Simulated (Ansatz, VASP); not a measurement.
**SrTiO3 in VASP and in Ansatz**

The input POSCAR:

```
SrTiO3
1.0
    4.0631255616      0.0000000000      0.0000000000
    0.0000000000      4.0631255616      0.0000000000
    0.0000000000      0.0000000000      4.0631255616
Sr Ti O
1 1 3
Direct
    0.0000000000      0.0000000000      0.0000000000
    0.5000000000      0.5000000000      0.5000000000
    0.5000000000      0.5000000000      0.0000000000
    0.5000000000      0.0000000000      0.5000000000
    0.0000000000      0.5000000000      0.5000000000
```

The input INCAR.step1:

```
ALGO = Normal
EDIFF = 1E-4
ENCUT = 520
GGA = PE
GGA_COMPAT = F
ISMEAR = 0
LASPH = T
LCHARG = F
LMAXMIX = 4
LREAL = F
LSORBIT = T
LWAVE = T
MAGMOM = 0 0 0 0 0 0 0 0 0 0 0 0 0 0 0
NBANDS = 55
NELM = 150
PREC = Accurate
SIGMA = 0.01
```

Contents of INCAR.step2:

```
ALGO = Normal
EDIFF = 1E-6
ENCUT = 520
GGA_COMPAT = F
ISIF = 2
ISMEAR = 0
ISTART = 1
LASPH = T
LCHARG = T
LMAXMIX = 4
LMIXTAU = T
LORBIT = 11
LORBMOM = T
LREAL = F
LSORBIT = T
LVHAR = T
LWAVE = F
MAGMOM = 0 0 0 0 0 0 0 0 0 0 0 0 0 0 0
METAGGA = R2SCAN
NBANDS = 55
NELM = 150
PREC = Accurate
SIGMA = 0.01
```

KPOINTS

```
k-points
0
Gamma
  6 6 6
```

Input for Ansatz:

```yaml
crystal:
  lattice:
    - [4.0631255616, 0.0, 0.0]
    - [0.0, 4.0631255616, 0.0]
    - [0.0, 0.0, 4.0631255616]
  atoms:
    - { symbol: Sr, position: [0.0, 0.0, 0.0] }
    - { symbol: Ti, position: [0.5, 0.5, 0.5] }
    - { symbol: O, position: [0.5, 0.5, 0.0] }
    - { symbol: O, position: [0.5, 0.0, 0.5] }
    - { symbol: O, position: [0.0, 0.5, 0.5] }
kpoints:
  mp_grid: { grid: [6, 6, 6] }
  band_path:
    path: [[0.0, 0.0, 0.0], [0.0, 0.5, 0.0], [0.5, 0.5, 0.0], [0.5, 0.5, 0.5]]
    npoints: 1
hamiltonian:
  xc: r2scan
scf:
  occupations: { method: fixed }
  n_extra_bands: 10
magnetization:
  noncollinear: true
  spin_orbit: true
output:
  forces: true
  stress: true
  eigenvalues: true
```

Change from the starting cell: hydrostatic strain +4.0%.

Alike in both runs: task single point; functional r2SCAN; k mesh 6 × 6 × 6; non-collinear spin, spin-orbit coupling.

|  | VASP | Ansatz |
| --- | --- | --- |
| version | VASP 6.6.1 | Ansatz 0.2.0 |
| potentials or method | VASP PAW PBE potentials, release 64 (Sr_sv, Ti_sv, O) | plane waves, PAW |
| plane-wave cutoff (eV) | 520 | 500 |
| occupations | gaussian, width 0.01 eV | fixed |
| valence electrons in the cell | 40 | 40 |

|  | VASP | Ansatz | Ansatz less VASP |
| --- | --- | --- | --- |
| pressure (GPa) | -16.6 | -17.2 | -0.62 |
| net moment per atom (μB) | 0.00 | 0.00 | 0.000 |

VASP's potentials were made for PBE, not for r2SCAN.
